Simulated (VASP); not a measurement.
GaN:

```
Ga N
1.0
     3.18315    0.00000    0.00000
    -1.59157    2.75669    0.00000
     0.00000    0.00000    5.18363
Ga N
2 2
Cartesian
  0.0000 1.8378 -0.0046
  1.5916 0.9189 2.5872
  0.0000 1.8378 1.9485
  1.5916 0.9189 4.5403
```

Base run:

```yaml
Program: VASP 6.6.1
Functional: r2SCAN
Potentials_or_basis: VASP PAW PBE potentials, release 64 (Ga_d, N)
Cutoff: 520 eV
k_mesh: 6 × 6 × 4
Occupations: gaussian, width 0.01 eV
Spin: no spin polarisation
```

Its results: band gap on the k mesh 2.34 eV, direct; pressure 1.1 GPa; largest force 0.005 eV/Å.

**Question.** The run is repeated on the same cell with these changes: functional from r2SCAN to PBE. What comes out?

**Answer.** Band gap on the k mesh 1.94 eV, direct; pressure 6.3 GPa; largest force 0.004 eV/Å.

r2SCAN gives the wider gap, since meta-GGAs in the generalised Kohn-Sham scheme recover part of the derivative discontinuity.

Caveats: the PAW data sets were made with another functional, which shifts forces and pressure a little (some runs).

